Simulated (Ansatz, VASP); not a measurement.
# Si2Ni: VASP beside Ansatz

The input INCAR:

```
SYSTEM = Si2Ni
PREC = Accurate
ENCUT = 520
EDIFF = 1E-6
ISMEAR = -1
SIGMA = 0.05
LREAL = .False.
LASPH = .True.
NELM = 150
ALGO = Normal
ISIF = 2
LWAVE = .False.
LCHARG = .False.
ISPIN = 2
MAGMOM = 1 0 0
LORBIT = 11
LMAXMIX = 4
LDAU = .True.
LDAUTYPE = 2
LDAUL = 2 -1
LDAUU = 1 0
LDAUJ = 0 0
LDAUPRINT = 1
GGA = PS
NBANDS = 20
```

KPOINTS

```
regular mesh
0
Gamma
  9 9 9
  0 0 0
```

The input POSCAR:

```
Si2Ni
1.0
    0.0000000000      2.7030000000      2.7030000000
    2.7030000000      0.0000000000      2.7030000000
    2.7030000000      2.7030000000      0.0000000000
Ni Si
1 2
Direct
    0.0000000000      0.0000000000      0.0000000000
    0.7500000000      0.7500000000      0.7500000000
    0.2500000000      0.2500000000      0.2500000000
```

Contents of input.yaml:

```yaml
crystal:
  lattice:
    - [0.0, 2.703, 2.703]
    - [2.703, 0.0, 2.703]
    - [2.703, 2.703, 0.0]
  atoms:
    - { symbol: Ni, position: [0.0, 0.0, 0.0], spin: 1.0 }
    - { symbol: Si, position: [0.75, 0.75, 0.75] }
    - { symbol: Si, position: [0.25, 0.25, 0.25] }
hamiltonian:
  xc: pbesol
  pseudopotentials: { kind: paw }
  hubbard: { sites: [{ species: Ni, l: d, u_eff: 1.0 }] }
magnetization:
  spin_polarized: true
kpoints:
  mp_grid: { grid: [9, 9, 9] }
scf:
  occupations: { method: fermi_dirac, width: 0.05 }
  n_extra_bands: 7
output:
  forces: true
  stress: true
  eigenvalues: true
  dos: { projected: true, de: 0.05, nscf_kmesh: { grid: [14, 14, 14] } }
```

Alike in both runs: functional PBEsol; k mesh 9 × 9 × 9; occupations fermi-dirac, width 0.05 eV; collinear spin; Hubbard terms Ni d U = 1.0 eV.

|  | VASP | Ansatz |
| --- | --- | --- |
| version | VASP 6.6.1 | Ansatz 0.2.0 |
| potentials or method | VASP PAW PBE potentials, release 64 (Ni, Si) | Ansatz PAW |
| plane-wave cutoff (eV) | 520 | 420 |
| valence electrons in the cell | 18 | 26 |
| task | single point | projected density of states |

```tsv
	VASP	Ansatz	Ansatz less VASP
gap on the k mesh at the Fermi level (eV)	none	none	-
pressure (GPa)	-1.6	-1.0	+0.60
net moment per atom (μB)	0.00	0.00	0.000
```

VASP's potentials were made for PBE, not for PBEsol. The programs project onto different local orbitals, so the same U acts differently, and such runs can settle in different states. A gap of «none» marks a metal or a gap that the smearing closes. VASP's potentials hold 18 valence electrons a cell and Ansatz's 26, so a difference there can come from the potentials and not from the codes.

Noted on Ansatz's run: the magnetic or orbital state may not be the lowest.
